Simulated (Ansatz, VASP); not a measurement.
**MoS2: VASP beside Ansatz**

```xyz
3
Lattice="3.2260 0.0000 0.0000 -1.6130 2.7938 0.0000 0.0000 0.0000 17.5627" Properties=species:S:1:pos:R:3 pbc="T T T"
Mo    0.0000    0.0000    0.0000
S     0.0000    1.8625   15.9910
S     0.0000    1.8625    1.5717
```

Alike in both runs: task single point; functional r2SCAN; k mesh 10 × 10 × 2; occupations fermi-dirac, width 0.05 eV; no spin polarisation.

|  | VASP | Ansatz |
| --- | --- | --- |
| version | VASP 6.6.1 | Ansatz 0.2.0 |
| potentials or method | VASP PAW PBE potentials, release 64 (Mo_sv, S) | Ansatz PAW |
| plane-wave cutoff (eV) | 520 | 500 |
| valence electrons in the cell | 26 | 26 |

VASP gave:

```
gap on the k mesh at the Fermi level (eV) : 1.72
least direct gap on the mesh (eV)         : 1.93
rms of the force components (eV/Å)        : 0.286
```

Problem. Estimate Ansatz's values.

Solution. gap on the k mesh at the Fermi level (eV): 1.71; least direct gap on the mesh (eV): 1.92; rms of the force components (eV/Å): 0.288.

VASP's potentials were made for PBE, not for r2SCAN. Atom by atom the forces differ by 0.002 eV/Å (rms over components).
